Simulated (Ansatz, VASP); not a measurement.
**Two plane-wave programs on SnO**

```
Sn O
1.0
     3.85480    0.00000    0.00000
     0.00000    3.85480    0.00000
     0.00000    0.00000    4.46910
Sn O
2 2
Direct
  0.00000 0.50000 0.24575
  0.50000 0.00000 0.75425
  0.00000 0.00000 0.00000
  0.50000 0.50000 0.00000
```

Alike in both runs: task single point; functional LDA; k mesh 10 × 10 × 8; occupations gaussian, width 0.15 eV; no spin polarisation.

|  | VASP | Ansatz |
| --- | --- | --- |
| version | VASP 6.6.1 | Ansatz 0.2.0 |
| potentials or method | VASP PAW LDA potentials, release 64 (Sn_d, O), cutoff 520 eV | scalar-relativistic, plane waves, PAW |
| valence electrons in the cell | 40 | 40 |

Ansatz gave:

```
pressure (GPa)                                                : -1.6
traceless stress, the component that is largest in VASP (GPa) : 3.29
rms of the force components (eV/Å)                            : 0.062
```

Q: Estimate VASP's values.

A: Pressure (GPa): -1.2; traceless stress, the component that is largest in VASP (GPa): 3.27; rms of the force components (eV/Å): 0.108.

LDA's correlation is that of Perdew and Zunger in VASP and of Perdew and Wang (1992) in Ansatz. Atom by atom the forces differ by 0.046 eV/Å (rms over components).
